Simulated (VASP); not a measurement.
TiB2:

```xyz
3
Lattice="3.0292 0.0000 0.0000 -1.5146 2.6234 0.0000 0.0000 0.0000 3.2284" Properties=species:S:1:pos:R:3 pbc="T T T"
Ti    0.0000    0.0000    0.0000
B     0.0000    1.7489    1.6142
B     1.5146    0.8745    1.6142
```

* Program: VASP 6.6.1
* Task: relaxation of cell and atoms
* Functional: LDA
* Potentials or basis: VASP PAW LDA potentials, release 64 (Ti_sv, B)
* Cutoff: 500 eV
* k mesh: 12 × 12 × 10
* Occupations: fermi-dirac, width 0.1 eV
* Spin: no spin polarisation

At the start: pressure -10.7 GPa; volume 8.55 Å³/atom.

Q: How do energy, volume and symmetry change on relaxing?

A: Over 6 steps the energy falls by 12.7 meV/atom and the volume is 8.19 Å³/atom (-4.2 %); space group P6/mmm (No. 191, to 0.05 Å).

Step by step:
```csv
step,energy change (eV),largest force (eV/Å),pressure (GPa),volume (Å³)
1,0.0000,0.0000,-10.72,25.66
2,0.0013,0.0000,12.70,23.59
3,-0.0368,0.0000,0.02,24.60
4,-0.0368,0.0000,0.25,24.58
5,-0.0380,0.0000,0.17,24.57
6,-0.0380,0.0000,0.18,24.56
```

Final structure:
```cif
data_structure
_symmetry_space_group_name_H-M 'P 1'
_symmetry_Int_Tables_number 1
_cell_length_a 2.9951
_cell_length_b 2.9951
_cell_length_c 3.1619
_cell_angle_alpha 90.000
_cell_angle_beta 90.000
_cell_angle_gamma 120.000
_cell_volume 24.56
loop_
_atom_site_label
_atom_site_type_symbol
_atom_site_fract_x
_atom_site_fract_y
_atom_site_fract_z
_atom_site_occupancy
Ti1 Ti 0.00000 0.00000 0.00000 1
B1 B 0.33333 0.66667 0.50000 1
B2 B 0.66667 0.33333 0.50000 1
```
